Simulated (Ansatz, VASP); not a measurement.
# One calculation of SiNi, two programs

```
CELL_PARAMETERS angstrom
2.98150 0.00000 0.00000
0.00000 3.32349 0.00000
0.00000 0.00000 4.73900
ATOMIC_POSITIONS crystal
Ni 0.50000 0.50000 0.34250
Ni 0.00000 0.00000 0.65750
Si 0.50000 0.50000 0.84314
Si 0.00000 0.00000 0.15686
```

Alike in both runs: task single point; functional BLYP; k mesh 9 × 8 × 6; occupations fermi-dirac, width 0.05 eV; collinear spin.

|  | VASP | Ansatz |
| --- | --- | --- |
| version | VASP 6.6.1 | Ansatz 0.2.0 |
| potentials or method | VASP PAW PBE potentials, release 64 (Ni, Si) | Ansatz PAW |
| plane-wave cutoff (eV) | 520 | 420 |
| valence electrons in the cell | 28 | 44 |

```csv
,VASP,Ansatz,Ansatz less VASP
gap on the k mesh at the Fermi level (eV),none,none,-
pressure (GPa),8.3,7.6,-0.63
"traceless stress, the component that is largest in VASP (GPa)",-3.47,-3.72,-0.255
rms of the force components (eV/Å),0.124,0.131,+0.0076
net moment per atom (μB),0.00,0.00,0.000
```

VASP's potentials were made for PBE, not for BLYP. Atom by atom the forces differ by 0.010 eV/Å (rms over components). A gap of «none» marks a metal or a gap that the smearing closes. VASP's potentials hold 28 valence electrons a cell and Ansatz's 44, so a difference there can come from the potentials and not from the codes.
